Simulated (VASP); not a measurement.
# ZrO2 (Cubic zirconia) (Fm-3m) in VASP: further runs, part 2 of 2

VASP 6.6.1.

## (3) Single point, PBE (volume changed by -10%)

INCAR

```
PREC = Accurate ; ENCUT = 600
EDIFF = 1E-6 ; ISMEAR = 0
SIGMA = 0.01 ; LREAL = False
LASPH = True ; NELM = 120
ALGO = Normal ; ISIF = 2
LWAVE = False ; LCHARG = True
GGA = PE ; LELF = True
LVHAR = True ; NBANDS = 19
GGA_COMPAT = False
```

KPOINTS

```
Automatic mesh
0
Gamma
  4 4 4
```

POSCAR

```
ZrO2
1.0
    0.0000000000      2.4568939866      2.4568939866
    2.4568939866      0.0000000000      2.4568939866
    2.4568939866      2.4568939866      0.0000000000
Zr O
1 2
Direct
    0.0000000000      0.0000000000      0.0000000000
    0.2500000000      0.2500000000      0.2500000000
    0.7500000000      0.7500000000      0.7500000000
```

Potentials or basis: VASP PAW PBE potentials, release 64 (Zr_sv, O).

The run is started by

```
$ cat potpaw_PBE.64/Zr_sv/POTCAR potpaw_PBE.64/O/POTCAR > POTCAR
$ mpirun -np 1 vasp_std > vasp.out
```

OUTCAR:

```text
PREC = Accurate
   ENCUT = 600
   EDIFF = 1E-6
   ISMEAR = 0
   LREAL = False
   LASPH = True
   NELM = 120
   ISIF = 2
   GGA = PE

 ion  position               nearest neighbor table
   1  0.000  0.000  0.000-   3 2.13   3 2.13   3 2.13   2 2.13   3 2.13   2 2.13   2 2.13   2 2.13

   2  0.250  0.250  0.250-   1 2.13   1 2.13   1 2.13   1 2.13
   3  0.750  0.750  0.750-   1 2.13   1 2.13   1 2.13   1 2.13

  LATTYP: Found a face centered cubic cell.
 ALAT       =     4.9137879732

  Lattice vectors:

 A1 = (   0.0000000000,   2.4568939866,   2.4568939866)
 A2 = (   2.4568939866,   0.0000000000,   2.4568939866)
 A3 = (   2.4568939866,   2.4568939866,   0.0000000000)

Analysis of symmetry for initial positions (statically):
=====================================================================
 Subroutine PRICEL returns:
 Original cell was already a primitive cell.

 Routine SETGRP: Setting up the symmetry group for a
 face centered cubic supercell.

 Subroutine GETGRP returns: Found 48 space group operations
 (whereof 48 operations were pure point group operations)
 out of a pool of 48 trial point group operations.

The static configuration has the point symmetry O_h .

Analysis of symmetry for dynamics (positions and initial velocities):
=====================================================================
 Subroutine PRICEL returns:
 Original cell was already a primitive cell.

 Routine SETGRP: Setting up the symmetry group for a
 face centered cubic supercell.

 Subroutine GETGRP returns: Found 48 space group operations
 (whereof 48 operations were pure point group operations)
 out of a pool of 48 trial point group operations.

The dynamic configuration has the point symmetry O_h .

 Subroutine INISYM returns: Found 48 space group operations
 (whereof 48 operations are pure point group operations),
 and found     1 'primitive' translations

----------------------------------------------------------------------------------------

                                     Primitive cell

  volume of cell :      29.6612

  direct lattice vectors                    reciprocal lattice vectors
     0.000000000  2.456893987  2.456893987    -0.203508984  0.203508984  0.203508984
     2.456893987  0.000000000  2.456893987     0.203508984 -0.203508984  0.203508984
     2.456893987  2.456893987  0.000000000     0.203508984  0.203508984 -0.203508984

  length of vectors
     3.474572797  3.474572797  3.474572797     0.352487901  0.352487901  0.352487901

  position of ions in fractional coordinates (direct lattice)
     0.000000000  0.000000000  0.000000000
     0.250000000  0.250000000  0.250000000
     0.750000000  0.750000000  0.750000000

  ion indices of the primitive-cell ions
   primitive index   ion index
                 1           1
                 2           2
                 3           3

----------------------------------------------------------------------------------------

 KPOINTS: Automatic mesh

Automatic generation of k-mesh.
 Grid dimensions read from file:
 generate k-points for:    4    4    4

 Generating k-lattice:

  Cartesian coordinates                     Fractional coordinates (reciprocal lattice)
    -0.050877246  0.050877246  0.050877246     0.250000000  0.000000000  0.000000000
     0.050877246 -0.050877246  0.050877246     0.000000000  0.250000000  0.000000000
     0.050877246  0.050877246 -0.050877246     0.000000000  0.000000000  0.250000000

  Length of vectors
     0.088121975  0.088121975  0.088121975

  Shift w.r.t. Gamma in fractional coordinates (k-lattice)
     0.000000000  0.000000000  0.000000000

 Subroutine IBZKPT returns following result:
 ===========================================

 Found      8 irreducible k-points:

 Following reciprocal coordinates:
            Coordinates               Weight
  0.000000  0.000000  0.000000      1.000000
  0.250000  0.000000  0.000000      8.000000
  0.500000  0.000000  0.000000      4.000000
  0.250000  0.250000  0.000000      6.000000
  0.500000  0.250000  0.000000     24.000000
 -0.250000  0.250000  0.000000     12.000000
  0.500000  0.500000  0.000000      3.000000
 -0.250000  0.500000  0.250000      6.000000
   k-points           NKPTS =      8   k-points in BZ     NKDIM =      8   number of bands    NBANDS=     19
   number of dos      NEDOS =    301   number of ions     NIONS =      3
   total plane-waves  NPLWV =  21952
   dimension x,y,z NGX =    28 NGY =   28 NGZ =   28
   dimension x,y,z NGXF=    56 NGYF=   56 NGZF=   56
   ions per type =               1   2
   NGX,Y,Z   is equivalent  to a cutoff of  13.40, 13.40, 13.40 a.u.
   NGXF,Y,Z  is equivalent  to a cutoff of  26.79, 26.79, 26.79 a.u.
 SYSTEM =  unknown system
   PREC   = accura    normal or accurate (medium, high low for compatibility)
   ISTART =      0    job   : 0-new  1-cont  2-samecut
   ICHARG =      2    charge: 1-file 2-atom 10-const
   ISPIN  =      1    spin polarized calculation?
   LNONCOLLINEAR =      F non collinear calculations
   LSORBIT =      F    spin-orbit coupling
   LASPH  =      T    aspherical Exc in radial PAW
   ENCUT  =  600.0 eV  44.10 Ry    6.64 a.u.   6.94  6.94  6.94*2*pi/ulx,y,z
   NELM   =    120;   NELMIN=  2; NELMDL= -5     # of ELM steps
   EDIFF  = 0.1E-05   stopping-criterion for ELM
   LREAL  =      F    real-space projection
   EDIFFG = 0.1E-04   stopping-criterion for IOM
   NSW    =      0    number of steps for IOM
   IBRION =     -1    ionic relax: 0-MD 1-quasi-New 2-CG
   NFREE  =      0    steps in history (QN), initial steepest desc. (CG)
   ISIF   =      2    stress and relaxation
   ISYM   =      2    0-nonsym 1-usesym 2-fastsym
   POTIM  = 0.5000    time-step for ionic-motion
   TEBEG  =    0.0;   TEEND  =   0.0 temperature during run
   PSTRESS=    0.0 pullay stress
   NELECT =      24.0000    total number of electrons
   NUPDOWN=      -1.0000    fix difference up-down
   EMIN   =  10.00;   EMAX   =-10.00  energy-range for DOS
   EFERMI =   0.00;   METHOD = LEGACY
   ISMEAR =     0;   SIGMA  =   0.01  broadening in eV -4-tet -1-fermi 0-gaus
   EFERMI_NEDOS =   21; number of points for ismear=-14 and -15
   IALGO  =     38    algorithm
   IMIX   =      4    mixing-type and parameters
     AMIX     =   0.40;   BMIX     =  1.00
     AMIX_MAG =   1.60;   BMIX_MAG =  1.00
  volume/ion in A,a.u.               =       9.89        66.72
  Fermi-wavevector in a.u.,A,eV,Ry     =   1.525512  2.882799 31.663280  2.327185
  Thomas-Fermi vector in A             =   2.633672
   LORBIT       =      0    0 simple, 1 ext, 2 COOP (PROOUT), +10 PAW based schemes
   GGA     = PE    functional components
   LHFCALC =     F    Hartree Fock is set to
   AEXX    =    0.0000 exact exchange contribution
   IVDW    =     0    specifies the selected vdW correction
   LEPSILON=     F    determine dielectric tensor
   LRPA    =     F    only Hartree local field effects (RPA)
 non-spin polarized calculation
 Gauss-broadening in eV      SIGMA  =   0.01
  energy-cutoff  :      600.00
  volume of cell :       29.66
 maximum number of plane-waves:       998
   NGX = 13   NGY = 13   NGZ = 13

 number of electron      24.0000010 magnetization

 Free energy of the ion-electron system (eV)
  ---------------------------------------------------
  ext. energy  EPLUGINS =         0.00000000
  ---------------------------------------------------
  free energy    TOTEN  =       -28.16295821 eV

  energy without entropy =      -28.16295821  energy(sigma->0) =      -28.16295821

 E-fermi :   8.6184     XC(G=0): -12.3623

 val. band max:        8.4689874661   @ k =   0.5000   0.5000   0.0000
 cond. band min:      12.1034481373   @ k =   0.0000   0.0000   0.0000
 fundamental gap:      3.6344606712
 Fermi energy:         8.6183633500

 k-point     1 :       0.0000    0.0000    0.0000
  band No.  band energies     occupation
      1     -39.1337      2.00000
      2     -16.9594      2.00000
      3     -16.9594      2.00000
      4     -16.9594      2.00000
      5     -10.2362      2.00000
      6      -7.2904      2.00000
[... 11 lines left out ...]
     18      19.1803      0.00000
     19      23.7502      0.00000
[... 133 lines left out ...]
 k-point     8 :      -0.2500    0.5000    0.2500
  band No.  band energies     occupation
      1     -39.0245      2.00000
      2     -17.7139      2.00000
      3     -17.7139      2.00000
      4     -17.2398      2.00000
      5      -8.0764      2.00000
      6      -8.0764      2.00000
[... 11 lines left out ...]
     18      21.5474      0.00000
     19      25.7836      0.00000

------------------------ aborting loop because EDIFF is reached ----------------------------------------

  FORCE on cell =-STRESS in cart. coord.  units (eV):
  Direction    XX          YY          ZZ          XY          YZ          ZX
  --------------------------------------------------------------------------------------
  -------------------------------------------------------------------------------------
  Total        6.8580291      6.8580291      6.8580291     -0.0000000     -0.0000000      0.0000000
  in kB      370.4423719    370.4423719    370.4423719     -0.0000000     -0.0000000      0.0000000
  external PRESSURE =     370.4423719 kB  Pullay stress =       0.0000000 kB

 VOLUME and BASIS-vectors are now :
 -----------------------------------------------------------------------------
  energy-cutoff  :      600.00
  volume of cell :       29.66
      direct lattice vectors                 reciprocal lattice vectors
     0.000000000  2.456893987  2.456893987    -0.203508984  0.203508984  0.203508984
     2.456893987  0.000000000  2.456893987     0.203508984 -0.203508984  0.203508984
     2.456893987  2.456893987  0.000000000     0.203508984  0.203508984 -0.203508984

 POSITION                                       TOTAL-FORCE (eV/Angst)
 -----------------------------------------------------------------------------------
      0.00000      0.00000      0.00000         0.000000      0.000000      0.000000
      1.22845      1.22845      1.22845         0.000000      0.000000      0.000000
      3.68534      3.68534      3.68534        -0.000000     -0.000000     -0.000000
 -----------------------------------------------------------------------------------
    total drift:                                0.000000      0.000000      0.000000

  FREE ENERGIE OF THE ION-ELECTRON SYSTEM (eV)
  ---------------------------------------------------
  free  energy   TOTEN  =       -28.1629582119 eV

  energy  without entropy=      -28.1629582119  energy(sigma->0) =      -28.16295821
```

OSZICAR:

```text
N       E                     dE             d eps       ncg     rms          rms(c)
DAV:   1     0.208736079032E+03    0.20874E+03   -0.15504E+04   304   0.146E+03
DAV:   2    -0.229042018401E+02   -0.23164E+03   -0.22592E+03   333   0.381E+02
DAV:   3    -0.336523662083E+02   -0.10748E+02   -0.10677E+02   382   0.777E+01
DAV:   4    -0.342781129408E+02   -0.62575E+00   -0.62434E+00   423   0.134E+01
DAV:   5    -0.342845358332E+02   -0.64229E-02   -0.64228E-02   372   0.167E+00    0.303E+01
DAV:   6    -0.281757557790E+02    0.61088E+01   -0.21657E+01   327   0.401E+01    0.110E+01
DAV:   7    -0.281787909156E+02   -0.30351E-02   -0.92032E-01   365   0.731E+00    0.869E+00
DAV:   8    -0.281879576921E+02   -0.91668E-02   -0.33452E-01   339   0.543E+00    0.435E+00
DAV:   9    -0.281623007094E+02    0.25657E-01   -0.85154E-02   341   0.241E+00    0.301E-01
DAV:  10    -0.281631579333E+02   -0.85722E-03   -0.55362E-03   345   0.757E-01    0.461E-01
DAV:  11    -0.281629401620E+02    0.21777E-03   -0.87006E-04   331   0.316E-01    0.466E-02
DAV:  12    -0.281629584309E+02   -0.18269E-04   -0.36987E-05   353   0.501E-02    0.760E-02
DAV:  13    -0.281629575925E+02    0.83846E-06   -0.30634E-05   325   0.515E-02    0.622E-03
DAV:  14    -0.281629582119E+02   -0.61946E-06   -0.18374E-06   316   0.140E-02
   1 F= -.28162958E+02 E0= -.28162958E+02  d E =-.329281-100
```

Run time: 11 s. Hardware: 1 thread of Intel Xeon 6975P-C, shared host; peak memory 0.15 GiB.

Results:

```
Free energy            : -28.1630 eV
Pressure               : 37.0 GPa
Band gap on the k mesh : 3.63 eV, indirect (least direct gap 4.18 eV)
```

Levels at points of the mesh, in eV from the valence-band top:
```csv
k point,band 8,band 9,band 10,band 11,band 12,band 13,band 14,band 15,band 16,band 17
"(0.00, 0.00, 0.00)",-5.88,-5.88,-0.57,-0.57,-0.57,3.63,3.63,7.38,10.71,10.71
"(0.50, 0.00, 0.00)",-4.76,-2.72,-2.56,-1.71,-1.71,4.41,4.41,7.11,9.36,9.62
"(0.50, 0.50, 0.00)",-3.30,-3.30,-1.67,-1.67,0.00,4.18,5.32,6.84,8.23,8.23
```

Caveat: the k points lie up to 0.55 Å⁻¹ apart; the cell differs from its parent crystal (volume changed by -10%).

## (4) Single point, PBE

This run uses another cell than the first one, of 10.99 Å³/atom, 1.053 times its volume.

INCAR

```
SYSTEM = ZrO2
PREC     = Accurate       ! precision mode
ENCUT    = 600            ! plane-wave cutoff, eV
EDIFF    = 1E-6           ! SCF threshold, eV
ISMEAR   = 0              ! smearing method
SIGMA    = 0.01           ! smearing width, eV
LREAL    = .False.        ! projectors in reciprocal space
LASPH    = .True.         ! aspherical terms in the spheres
NELM     = 120            ! most SCF steps
ALGO     = Normal         ! electronic algorithm
ISIF     = 2              ! what is computed and relaxed
LWAVE    = .False.        ! write WAVECAR
LCHARG   = .False.        ! write CHGCAR
GGA      = PE             ! functional
NBANDS   = 19             ! bands
GGA_COMPAT= .False.
```

KPOINTS

```
regular mesh
0
Gamma
  4 4 4
  0 0 0
```

POSCAR

```
ZrO2
1.0
    0.0000000000      2.5447136196      2.5447136196
    2.5447136196      0.0000000000      2.5447136196
    2.5447136196      2.5447136196      0.0000000000
Zr O
1 2
Direct
    0.0000000000      0.0000000000      0.0000000000
    0.2500000000      0.2500000000      0.2500000000
    0.7500000000      0.7500000000      0.7500000000
```

The run is started by

```
$ cat potpaw_PBE.64/Zr_sv/POTCAR potpaw_PBE.64/O/POTCAR > POTCAR
$ mpirun -np 1 vasp_std > vasp.out
```

Wall time 12 s (1 thread of Intel Xeon 6975P-C, shared host); peak memory 0.17 GiB.

Results (log left out):

- Free energy: -28.5652 eV
- Pressure: 3.9 GPa
- Band gap on the k mesh: 3.35 eV, indirect (least direct gap 3.80 eV)

Levels at points of the mesh, in eV from the valence-band top:
```csv
k point,band 8,band 9,band 10,band 11,band 12,band 13,band 14,band 15,band 16,band 17
"(0.00, 0.00, 0.00)",-5.23,-5.23,-0.53,-0.53,-0.53,3.35,3.35,6.58,9.37,9.37
"(0.50, 0.00, 0.00)",-4.22,-2.53,-2.47,-1.64,-1.64,4.00,4.00,6.09,8.47,8.47
"(0.50, 0.50, 0.00)",-3.15,-3.15,-1.51,-1.51,0.00,3.80,4.74,5.83,7.28,7.28
```

Caveat: the k points lie up to 0.53 Å⁻¹ apart. A k mesh can miss the band edges.

## (5) Single point, PBE (volume changed by +5%)

INCAR

```
SYSTEM = ZrO2
ALGO     = Normal         ! electronic algorithm
EDIFF    = 1E-6           ! SCF threshold, eV
ENCUT    = 600            ! plane-wave cutoff, eV
GGA      = PE             ! functional
GGA_COMPAT= .False.      
ISIF     = 2              ! what is computed and relaxed
ISMEAR   = 0              ! smearing method
LASPH    = .True.         ! aspherical terms in the spheres
LCHARG   = .False.        ! write CHGCAR
LREAL    = .False.        ! projectors in reciprocal space
LWAVE    = .False.        ! write WAVECAR
NBANDS   = 19             ! bands
NELM     = 120            ! most SCF steps
PREC     = Accurate       ! precision mode
SIGMA    = 0.01           ! smearing width, eV
```

KPOINTS

```
k-points
0
Gamma
  4 4 4
  0 0 0
```

POSCAR

```
ZrO2
1.0
    0.0000000000      2.5864376521      2.5864376521
    2.5864376521      0.0000000000      2.5864376521
    2.5864376521      2.5864376521      0.0000000000
Zr O
1 2
Direct
    0.0000000000      0.0000000000      0.0000000000
    0.2500000000      0.2500000000      0.2500000000
    0.7500000000      0.7500000000      0.7500000000
```

The run is started by

```
$ cat potpaw_PBE.64/Zr_sv/POTCAR potpaw_PBE.64/O/POTCAR > POTCAR
$ mpirun -np 1 vasp_std > vasp.out
```

Wall time 12 s (1 thread of Intel Xeon 6975P-C, shared host); peak memory 0.17 GiB.

Results (log left out):

```
Free energy            : -28.5502 eV
Pressure               : -7.3 GPa
Band gap on the k mesh : 3.22 eV, indirect (least direct gap 3.62 eV)
```

Levels at points of the mesh, in eV from the valence-band top:
| k point | band 8 | band 9 | band 10 | band 11 | band 12 | band 13 | band 14 | band 15 | band 16 | band 17 |
| --- | --- | --- | --- | --- | --- | --- | --- | --- | --- | --- |
| (0.00, 0.00, 0.00) | -4.96 | -4.96 | -0.51 | -0.51 | -0.51 | 3.22 | 3.22 | 6.22 | 8.79 | 8.79 |
| (0.50, 0.00, 0.00) | -3.99 | -2.44 | -2.43 | -1.60 | -1.60 | 3.80 | 3.80 | 5.65 | 7.96 | 7.96 |
| (0.50, 0.50, 0.00) | -3.06 | -3.06 | -1.44 | -1.44 | 0.00 | 3.62 | 4.48 | 5.41 | 6.86 | 6.86 |

Caveat: the k points lie up to 0.53 Å⁻¹ apart; the cell differs from its parent crystal (volume changed by +5%). A k mesh can miss the band edges.

## (6) Single point, PBE (volume changed by +10%)

INCAR

```
SYSTEM = ZrO2
PREC = Accurate ; ENCUT = 600
EDIFF = 1E-6 ; ISMEAR = 0
SIGMA = 0.01 ; LREAL = .False.
LASPH = .True. ; NELM = 120
ALGO = Normal ; ISIF = 2
LWAVE = .False. ; LCHARG = .False.
GGA = PE ; NBANDS = 19
GGA_COMPAT = .False.
```

KPOINTS

```
regular mesh
0
Gamma
  4 4 4
  0 0 0
```

POSCAR

```
ZrO2
1.0
    0.0000000000      2.6268572691      2.6268572691
    2.6268572691      0.0000000000      2.6268572691
    2.6268572691      2.6268572691      0.0000000000
Zr O
1 2
Direct
    0.0000000000      0.0000000000      0.0000000000
    0.2500000000      0.2500000000      0.2500000000
    0.7500000000      0.7500000000      0.7500000000
```

Potentials or basis: VASP PAW PBE potentials, release 64 (Zr_sv, O).

The run is started by

```
$ cat potpaw_PBE.64/Zr_sv/POTCAR potpaw_PBE.64/O/POTCAR > POTCAR
$ mpirun -np 1 vasp_std > vasp.out
```

Run time: 12 s. Hardware: 1 thread of Intel Xeon 6975P-C, shared host; peak memory 0.16 GiB.

The run converged. Its results:

| Property | Result |
| --- | --- |
| Free energy | -28.4333 eV |
| Pressure | -15.9 GPa |
| Band gap on the k mesh | 3.08 eV, indirect (least direct gap 3.46 eV) |

Levels at points of the mesh, in eV from the valence-band top:
| k point | band 8 | band 9 | band 10 | band 11 | band 12 | band 13 | band 14 | band 15 | band 16 | band 17 |
| --- | --- | --- | --- | --- | --- | --- | --- | --- | --- | --- |
| (0.00, 0.00, 0.00) | -4.71 | -4.71 | -0.50 | -0.50 | -0.50 | 3.08 | 3.08 | 5.88 | 8.27 | 8.27 |
| (0.50, 0.00, 0.00) | -3.78 | -2.38 | -2.35 | -1.56 | -1.56 | 3.62 | 3.62 | 5.26 | 7.50 | 7.50 |
| (0.50, 0.50, 0.00) | -2.97 | -2.97 | -1.38 | -1.38 | 0.00 | 3.46 | 4.24 | 5.02 | 6.48 | 6.48 |

Caveat: the k points lie up to 0.52 Å⁻¹ apart; the cell differs from its parent crystal (volume changed by +10%). A k mesh can miss the band edges.

## (7) Summary

```csv
cell,gap on the mesh (eV),pressure (GPa)
"a = 3.538 Å, angles 60.0°, 3 atoms",3.49,18.3
"a = 3.475 Å, angles 60.0°, 3 atoms",3.63,37.0
"a = 3.599 Å, angles 60.0°, 3 atoms",3.35,3.9
"a = 3.658 Å, angles 60.0°, 3 atoms",3.22,-7.3
"a = 3.715 Å, angles 60.0°, 3 atoms",3.08,-15.9
```

Alike in all rows: task single point; level PBE; potentials or basis VASP PAW PBE potentials, release 64 (Zr_sv, O); no spin polarisation; k mesh 4 × 4 × 4; cutoff (eV) 600; smearing gaussian 0.01 eV.

Caveats: all runs use coarse meshes.

Absolute energies hang on the potentials; compare differences alone.
